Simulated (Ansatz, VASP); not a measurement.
# Cu3O2 in VASP and in Ansatz

```
CELL_PARAMETERS angstrom
-2.02298 2.02298 3.67362
2.02298 -2.02298 3.67362
2.02298 2.02298 -3.67362
ATOMIC_POSITIONS crystal
Cu 0.00865 0.01412 0.02382
Cu 0.73048 0.24780 0.48821
Cu 0.26341 0.75718 0.50910
O 0.50493 0.99627 0.50101
O 0.00846 0.50308 0.50020
```

Change from the starting cell: atoms moved at random, drawn with an rms of 0.05 Å.

Alike in both runs: task single point; functional PBEsol; k mesh 9 × 9 × 9; occupations fermi-dirac, width 0.05 eV; no spin polarisation.

|  | VASP | Ansatz |
| --- | --- | --- |
| version | VASP 6.6.1 | Ansatz 0.2.0 |
| potentials or method | VASP PAW PBE potentials, release 64 (Cu, O) | Ansatz PAW |
| plane-wave cutoff (eV) | 520 | 420 |
| valence electrons in the cell | 45 | 69 |

```csv
,VASP,Ansatz,Ansatz less VASP
gap on the k mesh at the Fermi level (eV),none,none,-
pressure (GPa),-4.6,-5.4,-0.80
"traceless stress, the component that is largest in VASP (GPa)",-1.36,-2.12,-0.766
rms of the force components (eV/Å),0.452,0.435,-0.0165
```

VASP's potentials were made for PBE, not for PBEsol. Atom by atom the forces differ by 0.017 eV/Å (rms over components). A gap of «none» marks a metal or a gap that the smearing closes. With one functional, cell and mesh, what is left measures potentials, basis and numerics. VASP's potentials hold 45 valence electrons a cell and Ansatz's 69, so a difference there can come from the potentials and not from the codes.
